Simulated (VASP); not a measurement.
# LiSi2B3 (I4/mmm) in VASP: single point with PBE

Aim: the single point of LiSi2B3 with PBE.

Everything below comes from runs of VASP 6.6.1. Logs are shortened: lines on timing, memory, paths and dates and some standing lists are left out, and cuts for length are marked.

## 1. The cell of the first run

The structure is tetragonal, space group I4/mmm (No. 139). The conventional cell has a = 3.459 Å, b = 3.459 Å, c = 8.769 Å, α = 90.00°, β = 90.00°, γ = 90.00°. Within 3.2 Å of Li (site symmetry 4/mmm) lie 12 B at 2.45 to 2.79 Å and 10 Si at 2.71 to 2.96 Å. Within 2.2 Å of Si (site symmetry 4mm) lie 5 B at 1.67 to 1.81 Å. Within 2.5 Å of B (site symmetry -4m2) lie 4 Si at 1.81 Å and 4 B at 2.45 Å. B (site symmetry 4/mmm) has 2 Si at 1.67 Å within 2.2 Å.

The cell was built from a structure type or drawn by symmetry, and may not be a known phase.

## 2. Single point, PBE

The input, INCAR:

```
SYSTEM = LiSi2B3
PREC = Accurate ; ENCUT = 750
EDIFF = 1E-6 ; ISMEAR = 0
SIGMA = 0.1 ; LREAL = .False.
LASPH = .True. ; NELM = 120
ALGO = Normal ; ISIF = 2
LWAVE = .False. ; LCHARG = .False.
GGA = PE ; NBANDS = 19
GGA_COMPAT = .False.
```

The input, KPOINTS:

```
regular mesh
0
Gamma
  8 8 8
  0 0 0
```

The input, POSCAR:

```
LiSi2B3
1.0
   -1.7294345100      1.7294345100      4.3843542600
    1.7294345100     -1.7294345100      4.3843542600
    1.7294345100      1.7294345100     -4.3843542600
Li Si B
1 2 3
Direct
    0.0000000000      0.0000000000      0.0000000000
    0.6907110200      0.6907110200      0.0000000000
    0.3092889800      0.3092889800      0.0000000000
    0.7500000000      0.2500000000      0.5000000000
    0.5000000000      0.5000000000      0.0000000000
    0.2500000000      0.7500000000      0.5000000000
```

Potentials or basis: VASP PAW PBE potentials, release 64 (Li_sv, Si, B).

The run is started by

```
> cat potpaw_PBE.64/Li_sv/POTCAR potpaw_PBE.64/Si/POTCAR potpaw_PBE.64/B/POTCAR > POTCAR
> mpirun -np 1 vasp_std > vasp.out
```

OUTCAR:

```text
SYSTEM = LiSi2B3
   PREC = Accurate
   ENCUT = 750
   EDIFF = 1E-6
   ISMEAR = 0
   LREAL = .False.
   LASPH = .True.
   NELM = 120
   ISIF = 2
   GGA = PE

 ion  position               nearest neighbor table
   1  0.000  0.000  0.000-   2 2.71   3 2.71
   2  0.691  0.691  0.000-   5 1.67   4 1.81   6 1.81   4 1.81   6 1.81   3 2.66   3 2.66   3 2.66
                             3 2.66   1 2.71
   3  0.309  0.309  0.000-   5 1.67   4 1.81   6 1.81   6 1.81   4 1.81   2 2.66   2 2.66   2 2.66
                             2 2.66   1 2.71
   4  0.750  0.250  0.500-   3 1.81   2 1.81   3 1.81   2 1.81
   5  0.500  0.500  0.000-   2 1.67   3 1.67
   6  0.250  0.750  0.500-   3 1.81   2 1.81   3 1.81   2 1.81

  LATTYP: Found a body centered tetragonal cell.
 ALAT       =     3.4588690200
 C/A-ratio  =     2.5351374884

  Lattice vectors:

 A1 = (  -1.7294345100,   1.7294345100,   4.3843542600)
 A2 = (   1.7294345100,  -1.7294345100,   4.3843542600)
 A3 = (   1.7294345100,   1.7294345100,  -4.3843542600)

Analysis of symmetry for initial positions (statically):
=====================================================================
 Subroutine PRICEL returns:
 Original cell was already a primitive cell.

 Routine SETGRP: Setting up the symmetry group for a
 body centered tetragonal supercell.

 Subroutine GETGRP returns: Found 16 space group operations
 (whereof 16 operations were pure point group operations)
 out of a pool of 16 trial point group operations.

The static configuration has the point symmetry D_4h.

Analysis of symmetry for dynamics (positions and initial velocities):
=====================================================================
 Subroutine PRICEL returns:
 Original cell was already a primitive cell.

 Routine SETGRP: Setting up the symmetry group for a
 body centered tetragonal supercell.

 Subroutine GETGRP returns: Found 16 space group operations
 (whereof 16 operations were pure point group operations)
 out of a pool of 16 trial point group operations.

The dynamic configuration has the point symmetry D_4h.

 Subroutine INISYM returns: Found 16 space group operations
 (whereof 16 operations are pure point group operations),
 and found     1 'primitive' translations

----------------------------------------------------------------------------------------

                                     Primitive cell

  volume of cell :      52.4534

  direct lattice vectors                    reciprocal lattice vectors
    -1.729434510  1.729434510  4.384354260     0.000000000  0.289111844  0.114041879
     1.729434510 -1.729434510  4.384354260     0.289111844  0.000000000  0.114041879
     1.729434510  1.729434510 -4.384354260     0.289111844  0.289111844  0.000000000

  length of vectors
     5.020403343  5.020403343  5.020403343     0.310791262  0.310791262  0.408865891

  position of ions in fractional coordinates (direct lattice)
     0.000000000  0.000000000  0.000000000
     0.690711020  0.690711020  0.000000000
     0.309288980  0.309288980  0.000000000
     0.750000000  0.250000000  0.500000000
     0.500000000  0.500000000  0.000000000
     0.250000000  0.750000000  0.500000000

  ion indices of the primitive-cell ions
   primitive index   ion index
                 1           1
                 2           2
                 3           3
                 4           4
                 5           5
                 6           6

----------------------------------------------------------------------------------------

 KPOINTS: regular mesh

Automatic generation of k-mesh.
 Grid dimensions read from file:
 generate k-points for:    8    8    8

 Generating k-lattice:

  Cartesian coordinates                     Fractional coordinates (reciprocal lattice)
     0.000000000  0.036138980  0.014255235     0.125000000 -0.000000000  0.000000000
     0.036138980  0.000000000  0.014255235    -0.000000000  0.125000000  0.000000000
     0.036138980  0.036138980  0.000000000     0.000000000  0.000000000  0.125000000

  Length of vectors
     0.038848908  0.038848908  0.051108236

  Shift w.r.t. Gamma in fractional coordinates (k-lattice)
     0.000000000  0.000000000  0.000000000

 Subroutine IBZKPT returns following result:
 ===========================================

 Found     59 irreducible k-points:

 Following reciprocal coordinates:
            Coordinates               Weight
  0.000000  0.000000  0.000000      1.000000
  0.125000  0.000000 -0.000000      8.000000
  0.250000  0.000000 -0.000000      8.000000
  0.375000  0.000000 -0.000000      8.000000
  0.500000  0.000000 -0.000000      4.000000
  0.125000  0.125000 -0.000000      8.000000
[... 16 lines left out ...]
  0.250000  0.125000  0.125000     16.000000
  0.375000  0.125000  0.125000      8.000000
 [... further k-points ...]
   k-points           NKPTS =     59   k-points in BZ     NKDIM =     59   number of bands    NBANDS=     19
   number of dos      NEDOS =    301   number of ions     NIONS =      6
   total plane-waves  NPLWV = 110592
   dimension x,y,z NGX =    48 NGY =   48 NGZ =   48
   dimension x,y,z NGXF=    96 NGYF=   96 NGZF=   96
   ions per type =               1   2   3
   NGX,Y,Z   is equivalent  to a cutoff of  15.89, 15.89, 15.89 a.u.
   NGXF,Y,Z  is equivalent  to a cutoff of  31.79, 31.79, 31.79 a.u.
 SYSTEM =  LiSi2B3
   PREC   = accura    normal or accurate (medium, high low for compatibility)
   ISTART =      0    job   : 0-new  1-cont  2-samecut
   ICHARG =      2    charge: 1-file 2-atom 10-const
   ISPIN  =      1    spin polarized calculation?
   LNONCOLLINEAR =      F non collinear calculations
   LSORBIT =      F    spin-orbit coupling
   LASPH  =      T    aspherical Exc in radial PAW
   ENCUT  =  750.0 eV  55.12 Ry    7.42 a.u.  11.21 11.21 11.21*2*pi/ulx,y,z
   NELM   =    120;   NELMIN=  2; NELMDL= -5     # of ELM steps
   EDIFF  = 0.1E-05   stopping-criterion for ELM
   LREAL  =      F    real-space projection
   EDIFFG = 0.1E-04   stopping-criterion for IOM
   NSW    =      0    number of steps for IOM
   IBRION =     -1    ionic relax: 0-MD 1-quasi-New 2-CG
   NFREE  =      0    steps in history (QN), initial steepest desc. (CG)
   ISIF   =      2    stress and relaxation
   ISYM   =      2    0-nonsym 1-usesym 2-fastsym
   POTIM  = 0.5000    time-step for ionic-motion
   TEBEG  =    0.0;   TEEND  =   0.0 temperature during run
   PSTRESS=    0.0 pullay stress
   NELECT =      20.0000    total number of electrons
   NUPDOWN=      -1.0000    fix difference up-down
   EMIN   =  10.00;   EMAX   =-10.00  energy-range for DOS
   EFERMI =   0.00;   METHOD = LEGACY
   ISMEAR =     0;   SIGMA  =   0.10  broadening in eV -4-tet -1-fermi 0-gaus
   EFERMI_NEDOS =   21; number of points for ismear=-14 and -15
   IALGO  =     38    algorithm
   IMIX   =      4    mixing-type and parameters
     AMIX     =   0.40;   BMIX     =  1.00
     AMIX_MAG =   1.60;   BMIX_MAG =  1.00
  volume/ion in A,a.u.               =       8.74        59.00
  Fermi-wavevector in a.u.,A,eV,Ry     =   1.187117  2.243326 19.173968  1.409247
  Thomas-Fermi vector in A             =   2.323275
   LORBIT       =      0    0 simple, 1 ext, 2 COOP (PROOUT), +10 PAW based schemes
   GGA     = PE    functional components
   LHFCALC =     F    Hartree Fock is set to
   AEXX    =    0.0000 exact exchange contribution
   IVDW    =     0    specifies the selected vdW correction
   LEPSILON=     F    determine dielectric tensor
   LRPA    =     F    only Hartree local field effects (RPA)
 non-spin polarized calculation
 Gauss-broadening in eV      SIGMA  =   0.10
  energy-cutoff  :      750.00
  volume of cell :       52.45
 maximum number of plane-waves:      2476
 NGX is ok and might be reduce to    48
   NGX = 23   NGY = 23   NGZ = 23

 number of electron      20.0000000 magnetization

 Free energy of the ion-electron system (eV)
  ---------------------------------------------------
  ext. energy  EPLUGINS =         0.00000000
  ---------------------------------------------------
  free energy    TOTEN  =       -21.29305050 eV

  energy without entropy =      -21.28798640  energy(sigma->0) =      -21.29051845

 E-fermi :   8.8164     XC(G=0): -11.3054

 val. band max:        8.7287139297   @ k =   0.5000   0.5000   0.3750
 cond. band min:       8.8358263263   @ k =  -0.1250   0.1250   0.0000
 fundamental gap:      0.1071123966
 Fermi energy:         8.8163879663

 k-point     1 :       0.0000    0.0000    0.0000
  band No.  band energies     occupation
      1     -37.6972      2.00000
      2      -7.4348      2.00000
      3      -0.0419      2.00000
      4       1.1643      2.00000
      5       1.1643      2.00000
      6       1.2134      2.00000
[... 11 lines left out ...]
     18      19.4433      0.00000
     19      19.4434      0.00000

 k-point     2 :       0.1250    0.0000   -0.0000
  band No.  band energies     occupation
      1     -37.6970      2.00000
      2      -7.2661      2.00000
      3      -0.4021      2.00000
      4       0.4950      2.00000
      5       1.3251      2.00000
      6       1.5434      2.00000
[... 11 lines left out ...]
     18      18.6522      0.00000
     19      19.4882      0.00000

 k-point     3 :       0.2500    0.0000   -0.0000
  band No.  band energies     occupation
      1     -37.6964      2.00000
      2      -6.7624      2.00000
      3      -1.7661      2.00000
      4       0.1245      2.00000
      5       1.8071      2.00000
      6       2.1101      2.00000
[... 11 lines left out ...]
     18      19.1872      0.00000
     19      19.2867      0.00000

 k-point     4 :       0.3750    0.0000   -0.0000
  band No.  band energies     occupation
      1     -37.6957      2.00000
      2      -5.9335      2.00000
      3      -3.3619      2.00000
      4       0.1747      2.00000
      5       2.2306      2.00000
      6       2.6077      2.00000
[... 407 lines left out ...]
     18      18.5270      0.00000
     19      19.1512      0.00000

 k-point    23 :       0.2500    0.1250    0.1250
  band No.  band energies     occupation
      1     -37.6949      2.00000
      2      -5.3032      2.00000
      3      -2.7681      2.00000
      4      -0.3143      2.00000
      5       0.9120      2.00000
      6       1.9707      2.00000
[... 11 lines left out ...]
     18      19.3192      0.00000
     19      19.6025      0.00000

 k-point    24 :       0.3750    0.1250    0.1250
  band No.  band energies     occupation
      1     -37.6946      2.00000
      2      -4.2929      2.00000
      3      -4.0328      2.00000
      4       0.3413      2.00000
      5       0.7612      2.00000
      6       1.3935      2.00000
[... 11 lines left out ...]
     18      19.4342      0.00000
     19      19.6075      0.00000

 [... further k-points ...]
[... 5 lines left out ...]
  --------------------------------------------------------------------------------------
  -------------------------------------------------------------------------------------
  Total       31.0107213     31.0107213     33.0789006      0.0000000     -0.0000000      0.0000000
  in kB      947.2150253    947.2150253   1010.3870660      0.0000000     -0.0000000      0.0000000
  external PRESSURE =     968.2723722 kB  Pullay stress =       0.0000000 kB

 VOLUME and BASIS-vectors are now :
 -----------------------------------------------------------------------------
  energy-cutoff  :      750.00
  volume of cell :       52.45
      direct lattice vectors                 reciprocal lattice vectors
    -1.729434510  1.729434510  4.384354260     0.000000000  0.289111844  0.114041879
     1.729434510 -1.729434510  4.384354260     0.289111844  0.000000000  0.114041879
     1.729434510  1.729434510 -4.384354260     0.289111844  0.289111844  0.000000000

 POSITION                                       TOTAL-FORCE (eV/Angst)
 -----------------------------------------------------------------------------------
      0.00000      0.00000      0.00000        -0.000000     -0.000000     -0.000000
      0.00000      0.00000      6.05664        -0.000000     -0.000000      0.905811
      0.00000      0.00000      2.71206         0.000000      0.000000     -0.905811
      0.00000      1.72943      2.19218        -0.000000     -0.000000      0.000000
      0.00000      0.00000      4.38435        -0.000000     -0.000000     -0.000000
      1.72943      0.00000      2.19218        -0.000000     -0.000000      0.000000
 -----------------------------------------------------------------------------------
    total drift:                                0.000000     -0.000000      0.000000

  FREE ENERGIE OF THE ION-ELECTRON SYSTEM (eV)
  ---------------------------------------------------
  free  energy   TOTEN  =       -21.2930504964 eV

  energy  without entropy=      -21.2879863982  energy(sigma->0) =      -21.29051845
```

It took 7 min on 1 thread of AMD EPYC 7R43 (Zen 3), shared host; peak memory 0.31 GiB.

Results:

| Item | Value |
| --- | --- |
| Free energy | -21.2931 eV |
| Pressure | 96.8 GPa |
| Largest force | 0.906 eV/Å |
| Band gap on the k mesh | zero (bands 10 and 11 overlap by 2.65 eV) |

Forces in eV/Å, atoms in the order of the input:
```
Li   0.000  0.000  0.000
Si   0.000  0.000  0.906
Si   0.000  0.000 -0.906
B    0.000  0.000  0.000
B    0.000  0.000  0.000
B    0.000  0.000  0.000
```

Caveat: the cell stands under pressure.
